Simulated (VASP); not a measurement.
KF: single point with r2SCAN

KF:

```xyz
2
Lattice="1.4146 3.5366 3.5366 3.5366 1.4146 3.5366 3.5366 3.5366 1.4146" Properties=species:S:1:pos:R:3 pbc="T T T"
K     0.0000    0.0000    0.0000
F     4.2439    4.2439    4.2439
```

This cell differs from its parent crystal: ratio of the length along [111] to the lengths across it x 2.0, volume and fractional coordinates fixed.

```json
{"Program": "VASP 6.6.1", "Task": "single point", "Functional": "r2SCAN", "Potentials or basis": "VASP PAW PBE potentials, release 64 (K_sv, F)", "Cutoff": "520 eV", "k mesh": "8 × 8 × 8", "Occupations": "gaussian, width 0.05 eV", "Spin": "no spin polarisation", "Dipole correction": "no", "Further INCAR settings": "ALGO = Normal; EDIFF = 1e-06; NBANDS = 15"}
```

```
Pressure               : -3.1 GPa
Band gap on the k mesh : 2.33 eV, direct
```

Stress tensor (GPa, compression positive):
```
 -3.10 -19.09 -19.09
-19.09  -3.10 -19.09
-19.09 -19.09  -3.10
```

Levels at points of the mesh, in eV from the valence-band top:
```tsv
k point	band 5	band 6	band 7	band 8	band 9	band 10	band 11	band 12
(0.00, 0.00, 0.00)	-14.67	-1.72	0.00	0.00	2.33	6.48	7.12	7.12
(0.50, 0.00, 0.00)	-14.73	-1.85	-1.67	-0.35	3.44	6.20	9.27	9.85
(0.50, 0.50, 0.00)	-14.76	-1.66	-1.34	-0.32	3.22	5.10	9.17	9.66
(0.50, 0.50, 0.50)	-14.67	-2.25	-0.02	-0.02	3.11	7.16	7.16	7.67
```

Wall time 2.8 min on 1 thread of Intel(R) Xeon(R) 6975P-C (Granite Rapids), on a shared host, peak memory 0.26 GiB.

Caveat: the PAW data sets were made with another functional, which shifts forces and pressure a little. A k mesh can miss the band edges.
